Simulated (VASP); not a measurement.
**ZnSe5: relaxation of cell and atoms with PBE**

ZnSe5:

```
Zn Se
1.0
     4.99566    0.00000    0.00000
    -2.49783    4.32637    0.00000
     0.00000    0.00000    8.38285
Zn Se
1 5
Direct
  0.00000 0.00000 0.00000
  0.33333 0.66667 0.76278
  0.33333 0.66667 0.23722
  0.66667 0.33333 0.23722
  0.66667 0.33333 0.76278
  0.00000 0.00000 0.50000
```

The cell was built from a structure type or drawn by symmetry, and may not be a known phase.

```yaml
Program: VASP 6.6.1
Task: relaxation of cell and atoms
Functional: PBE
Potentials_or_basis: VASP PAW PBE potentials, release 64 (Zn, Se)
Cutoff: 600 eV
k_mesh: 6 × 6 × 2
Occupations: gaussian, width 0.1 eV
Spin: no spin polarisation
Dipole_correction: no
Further_INCAR_settings: ALGO = Normal; EDIFF = 1e-07; IBRION = 2; EDIFFG = -0.04; NSW = 90; ISIF = 3
```

```yaml
Relaxed_volume: 21.37 Å³/atom
Relaxed_cell: a = 4.668 Å, b = 4.668 Å, c = 6.794 Å, α = 90.00°, β = 90.00°, γ = 120.00°
Space_group_after_relaxing_to_0.1_Å: P6/mmm (No. 191)
Energy_gained_by_relaxing: 267.4 meV/atom
Ionic_steps: 10
Pressure_after_relaxing: 0.1 GPa
Largest_force_after_relaxing: 0.033 eV/Å
Band_gap_on_the_k_mesh: zero (bands 21 and 22 overlap by 1.13 eV)
```

Forces on the atoms (eV/Å):
```
Zn   0.000  0.000  0.000
Se   0.000  0.000 -0.033
Se   0.000  0.000  0.033
Se   0.000  0.000  0.033
Se   0.000  0.000 -0.033
Se   0.000  0.000  0.000
```

Stress tensor (GPa, compression positive):
```
-0.02  0.00  0.00
 0.00 -0.02  0.00
 0.00  0.00  0.23
```

The path:
| step | energy change (eV) | largest force (eV/Å) | pressure (GPa) | volume (Å³) |
| --- | --- | --- | --- | --- |
| 1 | 0.0000 | 0.1076 | -7.64 | 181.18 |
| 2 | -1.2425 | 0.0881 | -2.15 | 145.95 |
| 3 | -1.2673 | 0.0770 | -0.70 | 141.65 |
| 4 | -1.4261 | 0.0710 | -0.37 | 137.13 |
| 5 | -1.5588 | 0.0804 | 2.63 | 123.13 |
| 6 | -1.5771 | 0.0939 | 1.52 | 126.83 |
| 7 | -1.5907 | 0.0709 | -1.15 | 131.41 |
| 8 | -1.5971 | 0.0726 | -0.23 | 129.69 |
| 9 | -1.6000 | 0.0581 | -0.17 | 129.33 |
| 10 | -1.6045 | 0.0326 | 0.06 | 128.22 |

Final structure:
```
Zn Se
1.0
     4.66830    0.00000    0.00000
    -2.33415    4.04286    0.00000
     0.00000    0.00000    6.79357
Zn Se
1 5
Direct
  0.00000 0.00000 0.00000
  0.33333 0.66667 0.75649
  0.33333 0.66667 0.24351
  0.66667 0.33333 0.24351
  0.66667 0.33333 0.75649
  0.00000 0.00000 0.50000
```

Levels at points of the mesh, in eV from the Fermi level:
```tsv
k point	band 19	band 20	band 21	band 22	band 23	band 24
(0.00, 0.00, 0.00)	-1.60	-0.93	-0.38	-0.38	-0.04	0.55
(0.50, 0.00, 0.00)	-0.73	-0.34	0.29	0.60	0.81	0.97
(0.00, 0.00, 0.50)	-2.35	-1.40	-1.40	-0.43	0.00	1.73
(0.50, 0.00, 0.50)	-0.81	-0.22	0.03	0.35	0.65	1.64
```

It took 6.5 min on 1 thread of Intel(R) Xeon(R) 6975P-C (Granite Rapids), with other jobs on the host, peak memory 0.37 GiB.

Caveat: the k points lie up to 0.46 Å⁻¹ apart in the final cell, too coarse for converged energies and pressures of a metal; the volume moved by over 15 % at a fixed basis, so the end points are rough.
